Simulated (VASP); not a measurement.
# H2C18O in VASP: a series of runs, part 2 of 3

VASP 6.6.1. Earlier steps stand in the parts before.

## 3. Single point, LDA

INCAR reads:

```
ALGO     = Normal         # electronic algorithm
EDIFF    = 1E-6           # SCF threshold, eV
ENCUT    = 520            # plane-wave cutoff, eV
GGA      = CA             # functional
ISIF     = 2              # what is computed and relaxed
ISMEAR   = 0              # smearing method
LASPH    = T              # aspherical terms in the spheres
LCHARG   = F              # write CHGCAR
LREAL    = Auto         
LWAVE    = F              # write WAVECAR
NBANDS   = 56             # bands
NELM     = 60             # most SCF steps
PREC     = Accurate       # precision mode
SIGMA    = 0.05           # smearing width, eV
```

KPOINTS reads:

```
k-points
0
Gamma
  2 2 1
```

POSCAR reads:

```
H2C18O
1.0
    7.3980000000      0.0000000000      0.0000000000
   -3.6990000000      6.4068560000      0.0000000000
    0.0000000000      0.0000000000     13.0000000000
C O H
18 1 2
Direct
   -0.0043286105      0.0068777884      0.0542183846
    0.2180287211      0.1179939115      0.0541882308
   -0.0056039057      0.3413566654      0.0542961538
    0.2190493375      0.4536253039      0.0542967692
   -0.0031963569      0.6756764941      0.0539561538
    0.2166415461      0.7857378096      0.0540818462
    0.3277733777      0.0078927948      0.0541260769
    0.5523397830      0.1202443133      0.0542456154
    0.3301253813      0.3425497623      0.0542638462
    0.5499896561      0.4523802314      0.0542082308
    0.3289369002      0.6734807213      0.0542613846
    0.5510233659      0.7844911763      0.0542220000
    0.6633307291      0.0091353700      0.0542714615
    0.8831870994      0.1192130742      0.0543063846
    0.6623290722      0.3401261087      0.0542293846
    0.8844024614      0.4512036793      0.0541866923
    0.6608639755      0.6744654476      0.0541119231
    0.8855594512      0.7866401243      0.0539113077
    1.0230998085      0.8496200008      0.2854876154
    0.9907469929      0.8967481086      0.2216273077
    1.0566966806      0.9610894954      0.3344269231
```

Potentials or basis: VASP PAW LDA potentials, release 64 (C, O, H).

Started as:

```bash
cat potpaw_LDA.64/C/POTCAR potpaw_LDA.64/O/POTCAR potpaw_LDA.64/H/POTCAR > POTCAR
mpirun -np 1 vasp_std > vasp.out
```

OUTCAR:

```text
EDIFF = 1E-6
   ENCUT = 520
   GGA = CA
   ISIF = 2
   ISMEAR = 0
   LASPH = T
   LREAL = Auto
   NELM = 60
   PREC = Accurate

 ion  position               nearest neighbor table
   1  0.996  0.007  0.054-  18 1.41   2 1.42  14 1.44
   2  0.218  0.118  0.054-   7 1.41   1 1.42   9 1.44
   3  0.994  0.341  0.054-  16 1.41  14 1.42   4 1.44
   4  0.219  0.454  0.054-  11 1.41   9 1.42   3 1.44
   5  0.997  0.676  0.054-   6 1.41  18 1.42  16 1.44
   6  0.217  0.786  0.054-   5 1.41   7 1.42  11 1.44
[... 10 lines left out ...]
  17  0.661  0.674  0.054-  12 1.41  10 1.42  18 1.44
  18  0.886  0.787  0.054-   1 1.41   5 1.42  17 1.44
  19  0.023  0.850  0.285-  21 0.97  20 0.98
  20  0.991  0.897  0.222-  19 0.98
  21  0.057  0.961  0.334-  19 0.97

  LATTYP: Found a hexagonal cell.
 ALAT       =     7.3980000000
 C/A-ratio  =     1.7572316842

  Lattice vectors:

 A1 = (   7.3980000000,   0.0000000000,   0.0000000000)
 A2 = (  -3.6990000000,   6.4068560000,   0.0000000000)
 A3 = (   0.0000000000,   0.0000000000,  13.0000000000)

Analysis of symmetry for initial positions (statically):
=====================================================================
 Subroutine PRICEL returns:
 Original cell was already a primitive cell.

 Routine SETGRP: Setting up the symmetry group for a
 hexagonal supercell.

 Subroutine GETGRP returns: Found  1 space group operations
 (whereof  1 operations were pure point group operations)
 out of a pool of 24 trial point group operations.

The static configuration has the point symmetry C_1 .

Analysis of symmetry for dynamics (positions and initial velocities):
=====================================================================
 Subroutine PRICEL returns:
 Original cell was already a primitive cell.

[... 145 lines left out ...]
  volume/ion in A,a.u.               =      29.34       198.01
  Fermi-wavevector in a.u.,A,eV,Ry     =   0.828967  1.566521  9.349739  0.687186
  Thomas-Fermi vector in A             =   1.941434
   LORBIT       =      0    0 simple, 1 ext, 2 COOP (PROOUT), +10 PAW based schemes
   GGA     = CA    functional components
   LHFCALC =     F    Hartree Fock is set to
   AEXX    =    0.0000 exact exchange contribution
   IVDW    =     0    specifies the selected vdW correction
   LEPSILON=     F    determine dielectric tensor
   LRPA    =     F    only Hartree local field effects (RPA)
 non-spin polarized calculation
 Gauss-broadening in eV      SIGMA  =   0.05
  energy-cutoff  :      520.00
  volume of cell :      616.17
 maximum number of plane-waves:     16651
 NGX is ok and might be reduce to    56
   NGX = 27   NGY = 27   NGZ = 49

 number of electron      80.0000001 magnetization

 Free energy of the ion-electron system (eV)
  ---------------------------------------------------
  ext. energy  EPLUGINS =         0.00000000
  ---------------------------------------------------
  free energy    TOTEN  =      -196.05162945 eV

  energy without entropy =     -196.05128457  energy(sigma->0) =     -196.05145701

 E-fermi :  -2.1749     XC(G=0):  -3.8290

 val. band max:       -2.2718811887   @ k =   0.0000   0.0000   0.0000
 cond. band min:      -2.0770798247   @ k =   0.0000   0.0000   0.0000
 fundamental gap:      0.1948013640
 Fermi energy:        -2.1749071868

 k-point     1 :       0.0000    0.0000    0.0000
  band No.  band energies     occupation
      1     -22.4187      2.00000
      2     -21.4707      2.00000
      3     -18.9998      2.00000
      4     -18.9704      2.00000
      5     -18.9128      2.00000
      6     -18.8861      2.00000
[... 209 lines left out ...]
     51       3.7479      0.00000
     52       3.9243      0.00000
 [bands above 52 left out]

------------------------ aborting loop because EDIFF is reached ----------------------------------------

  FORCE on cell =-STRESS in cart. coord.  units (eV):
  Direction    XX          YY          ZZ          XY          YZ          ZX
  --------------------------------------------------------------------------------------
  -------------------------------------------------------------------------------------
  Total       -8.9087175     -8.8310209      0.0692028     -0.0203096      0.0691746      0.0690346
  in kB      -23.1645105    -22.9624832      0.1799415     -0.0528091      0.1798683      0.1795043
  external PRESSURE =     -15.3156841 kB  Pullay stress =       0.0000000 kB

 VOLUME and BASIS-vectors are now :
 -----------------------------------------------------------------------------
  energy-cutoff  :      520.00
  volume of cell :      616.17
      direct lattice vectors                 reciprocal lattice vectors
     7.398000000  0.000000000  0.000000000     0.135171668  0.078041398  0.000000000
    -3.699000000  6.406856000  0.000000000     0.000000000  0.156082796  0.000000000
     0.000000000  0.000000000 13.000000000     0.000000000  0.000000000  0.076923077

 POSITION                                       TOTAL-FORCE (eV/Angst)
 -----------------------------------------------------------------------------------
      7.34054      0.04406      0.70484         0.007508      0.008812      0.004421
      1.17652      0.75597      0.70445        -0.013040     -0.001846      0.001423
      6.09386      2.18702      0.70585         0.006030     -0.007178     -0.002364
     -0.05743      2.90631      0.70586        -0.001799     -0.008758     -0.002742
      4.87503      4.32896      0.70143         0.001520      0.003291      0.002999
     -1.30373      5.03411      0.70306        -0.002261      0.001748      0.001419
[... 13 lines left out ...]
      4.01247      5.74534      2.88116        -0.067836      0.022975     -0.188387
     -3.13563      6.15756      4.34755        -0.010468      0.124732      0.160222
 -----------------------------------------------------------------------------------
    total drift:                                0.006443     -0.001504      0.042186

  FREE ENERGIE OF THE ION-ELECTRON SYSTEM (eV)
  ---------------------------------------------------
  free  energy   TOTEN  =      -196.0516294542 eV

  energy  without entropy=     -196.0512845697  energy(sigma->0) =     -196.05145701
```

OSZICAR:

```text
N       E                     dE             d eps       ncg     rms          rms(c)
DAV:   1     0.653315530948E+03    0.65332E+03   -0.31860E+04   456   0.112E+03
DAV:   2    -0.103754923079E+03   -0.75707E+03   -0.72392E+03   672   0.278E+02
DAV:   3    -0.207733930033E+03   -0.10398E+03   -0.10338E+03   544   0.107E+02
[... 14 lines left out ...]
DAV:  18    -0.196051553633E+03   -0.14769E-03   -0.92336E-06   440   0.678E-03    0.212E-03
DAV:  19    -0.196051616525E+03   -0.62892E-04   -0.48767E-06   464   0.480E-03    0.860E-04
DAV:  20    -0.196051626305E+03   -0.97803E-05   -0.53192E-07   312   0.200E-03    0.449E-04
DAV:  21    -0.196051628674E+03   -0.23687E-05   -0.23071E-07   352   0.122E-03    0.162E-04
DAV:  22    -0.196051629454E+03   -0.78033E-06   -0.77550E-08   304   0.720E-04
   1 F= -.19605163E+03 E0= -.19605146E+03  d E =-.344885E-03
```

stdout:

```text
POSCAR found type information on POSCAR C O H
 POSCAR found :  3 types and      21 ions
 scaLAPACK will be used
 LDA part: xc-table for (Slater(with rela. corr.)+CA(PZ))
 , standard interpolation
 POSCAR, INCAR and KPOINTS ok, starting setup
 FFT: planning ... GRIDC
 FFT: planning ... GRID_SOFT
 FFT: planning ... GRID
 WAVECAR not read
 entering main loop
```

Run time: 6.2 min. Hardware: 1 thread of Oxide Virtual Turin-like, shared host; peak memory 0.48 GiB.

What came out:

```yaml
Free_energy: -196.0516 eV
Largest_force: 0.203 eV/Å
Band_gap_on_the_k_mesh: 0.19 eV, direct
```

Forces in eV/Å, atoms in the order of the input:
```
C    0.008  0.009  0.004
C   -0.013 -0.002  0.001
C    0.006 -0.007 -0.002
C   -0.002 -0.009 -0.003
C    0.002  0.003  0.003
C   -0.002  0.002  0.001
C    0.001 -0.003 -0.002
C   -0.002 -0.003  0.000
C   -0.007 -0.006  0.001
C    0.005  0.006 -0.001
C    0.003  0.004  0.000
C   -0.002  0.003  0.002
C   -0.010 -0.001  0.000
C    0.011  0.005  0.001
C    0.002  0.003  0.003
C   -0.005  0.000 -0.002
C   -0.002  0.001  0.002
C    0.000 -0.003  0.002
O    0.085 -0.148  0.017
H   -0.068  0.023 -0.188
H   -0.010  0.125  0.160
```

Levels at points of the mesh, in eV from the valence-band top:
```
           k point  band 36  band 37  band 38  band 39  band 40  band 41  band 42  band 43  band 44  band 45
(0.00, 0.00, 0.00)    -2.94    -2.94    -2.41    -0.03     0.00     0.19     0.22     3.32     4.41     4.83
(0.50, 0.00, 0.00)    -2.60    -2.53    -2.52    -2.35    -2.23     1.73     2.53     2.57     2.62     2.64
(0.00, 0.50, 0.00)    -2.58    -2.56    -2.54    -2.35    -2.24     1.71     2.53     2.55     2.63     2.65
(0.50, 0.50, 0.00)    -2.59    -2.56    -2.51    -2.35    -2.24     1.72     2.53     2.58     2.61     2.64
```

Caveat: the k points lie up to 0.49 Å⁻¹ apart.

## 4. Single point, LDA

INCAR reads:

```
PREC = Accurate ; ENCUT = 520
EDIFF = 1E-7 ; ISMEAR = 0
SIGMA = 0.05 ; LREAL = Auto
LASPH = True ; NELM = 60
ALGO = Normal ; ISIF = 2
LWAVE = False ; LCHARG = False
GGA = CA ; NBANDS = 56
```

KPOINTS reads:

```
Automatic mesh
0
Gamma
  2 2 1
```

POSCAR reads:

```
H2C18O
1.0
    7.3980000000      0.0000000000      0.0000000000
   -3.6990000000      6.4068560000      0.0000000000
    0.0000000000      0.0000000000     13.0000000000
C O H
18 1 2
Direct
   -0.0043677264      0.0021158584      0.0542199231
    0.2164459897      0.1125102546      0.0539767692
   -0.0064855031      0.3351384829      0.0541896923
    0.2184740873      0.4475934842      0.0541677692
   -0.0046308668      0.6704895506      0.0538133846
    0.2165802770      0.7811708270      0.0538609231
    0.3269637705      0.0017050485      0.0538700769
    0.5517879427      0.1142663422      0.0541117692
    0.3287227556      0.3374311831      0.0541319231
    0.5499079747      0.4478656926      0.0541322308
    0.3290210842      0.6687534416      0.0541327692
    0.5494975906      0.7789567925      0.0541849231
    0.6619546638      0.0039582597      0.0542087692
    0.8831559636      0.1146893266      0.0542763846
    0.6623806214      0.3353535650      0.0541273846
    0.8828578270      0.4456480683      0.0540580000
    0.6600543323      0.6683911735      0.0541183077
    0.8849306107      0.7806225081      0.0539556154
    1.1278046510      0.9196601266      0.2823996923
    1.0807811349      0.9640210425      0.2223422308
    1.0418252228      0.9202073529      0.3386451538
```

Started as:

```bash
cat potpaw_LDA.64/C/POTCAR potpaw_LDA.64/O/POTCAR potpaw_LDA.64/H/POTCAR > POTCAR
mpirun -np 1 vasp_std > vasp.out
```

Run time: 6.8 min. Hardware: 1 thread of Oxide Virtual Turin-like, shared host; peak memory 0.48 GiB.

It converged, with:

- Free energy: -196.0509 eV
- Largest force: 0.197 eV/Å
- Band gap on the k mesh: 0.20 eV, direct

Forces in eV/Å, atoms in the order of the input:
```
C    0.021 -0.023  0.000
C    0.014 -0.027  0.003
C   -0.004  0.017 -0.002
C   -0.018  0.009  0.001
C   -0.018  0.010  0.002
C   -0.008  0.013 -0.001
C   -0.016 -0.006  0.003
C    0.000 -0.013  0.000
C    0.022  0.003  0.002
C    0.014 -0.004  0.000
C   -0.003  0.003  0.001
C   -0.023  0.016 -0.003
C   -0.009 -0.014  0.003
C   -0.011 -0.004  0.002
C   -0.015  0.026  0.000
C    0.000  0.009  0.002
C    0.021 -0.013  0.000
C    0.025 -0.006  0.001
O    0.152 -0.026 -0.018
H   -0.050  0.048 -0.165
H   -0.098 -0.020  0.170
```

Levels at points of the mesh, in eV from the valence-band top:
| k point | band 37 | band 38 | band 39 | band 40 | band 41 | band 42 | band 43 | band 44 |
| --- | --- | --- | --- | --- | --- | --- | --- | --- |
| (0.00, 0.00, 0.00) | -2.93 | -2.46 | -0.02 | 0.00 | 0.21 | 0.22 | 3.29 | 4.36 |
| (0.50, 0.00, 0.00) | -2.55 | -2.53 | -2.36 | -2.21 | 1.72 | 2.53 | 2.57 | 2.63 |
| (0.00, 0.50, 0.00) | -2.53 | -2.52 | -2.39 | -2.19 | 1.73 | 2.53 | 2.57 | 2.62 |
| (0.50, 0.50, 0.00) | -2.57 | -2.51 | -2.34 | -2.24 | 1.73 | 2.54 | 2.59 | 2.60 |

Caveat: the k points lie up to 0.49 Å⁻¹ apart.

(Continued in part 3 of 3.)
